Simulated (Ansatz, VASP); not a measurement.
## C: VASP beside Ansatz

```
C
1.0
     1.23250    0.71158    3.36139
    -1.23250    0.71158    3.36139
     0.00000   -1.42317    3.36139
C
2
Direct
  0.17015 0.17015 0.18069
  0.82985 0.82985 0.81931
```

Change from the starting cell: mode 4 frozen in at +0.071 Å and mode 6 at -0.015 Å (largest displacements).

Alike in both runs: task single point; functional PBE; dispersion D3(BJ); k mesh 15 × 15 × 15; occupations gaussian, width 0.05 eV; no spin polarisation.

|  | VASP | Ansatz |
| --- | --- | --- |
| version | VASP 6.6.1 | Ansatz 0.2.0 |
| potentials or method | VASP PAW PBE potentials, release 64 (C), cutoff 520 eV | scalar-relativistic, plane waves, PAW |
| valence electrons in the cell | 8 | 8 |

|  | VASP | Ansatz | Ansatz less VASP |
| --- | --- | --- | --- |
| gap on the k mesh at the Fermi level (eV) | 0.04 | 0.04 | -0.001 |
| least direct gap on the mesh (eV) | 0.04 | 0.04 | -0.001 |
| pressure (GPa) | -0.3 | -0.7 | -0.44 |
| traceless stress, the component that is largest in VASP (GPa) | 4.11 | 3.79 | -0.317 |
| rms of the force components (eV/Å) | 1.638 | 1.641 | +0.0027 |

Atom by atom the forces differ by 0.005 eV/Å (rms over components).
